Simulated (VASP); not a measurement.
Wanted: the native input for a VASP 6.6.1 run.

```yaml
Task: single point
Functional: PBE
Potentials_or_basis: VASP PAW PBE potentials, release 64 (Mo_sv)
Cutoff: 520 eV
k_mesh: 16 × 16 × 14
Occupations: gaussian, width 0.1 eV
Spin: no spin polarisation
Dipole_correction: no
Further_INCAR_settings: ALGO = Fast; EDIFF = 1e-06; NBANDS = 13
```

The structure of Mo lies in POSCAR:

```
Mo
1.0
    2.7819867188      0.0000000000     -0.0114344335
   -1.3909933594      2.4367518209      0.0057172167
   -0.0106806553      0.0000000000      2.6456085450
Mo
1
Direct
    0.0000000000      0.0000000000      0.5000000000
```

This cell differs from its parent crystal: strained.

The input as run:

INCAR

```
SYSTEM = Mo
PREC = Accurate ; ENCUT = 520
EDIFF = 1E-6 ; ISMEAR = 0
SIGMA = 0.1 ; LREAL = .FALSE.
LASPH = .TRUE. ; NELM = 100
ALGO = Fast ; ISIF = 2
LWAVE = .FALSE. ; LCHARG = .TRUE.
GGA = PE ; LELF = .TRUE.
LVHAR = .TRUE. ; NBANDS = 13
```

KPOINTS

```
Automatic mesh
0
G
  16 16 14
  0 0 0
```

Potentials or basis: VASP PAW PBE potentials, release 64 (Mo_sv).

Run with:

```console
$ cat potpaw_PBE.64/Mo_sv/POTCAR > POTCAR
$ mpirun -np 1 vasp_std > vasp.out
```

Results of the run:

* Pressure: -11.2 GPa
* Band gap on the k mesh: zero (band 7 reaches 11.23 eV, above the bottom of band 8 at 9.73 eV)

Caveat: the cell differs from its parent crystal (strained).

It took 3.4 min on 1 thread of Intel Xeon 8259CL, on a shared host, peak memory 0.31 GiB.
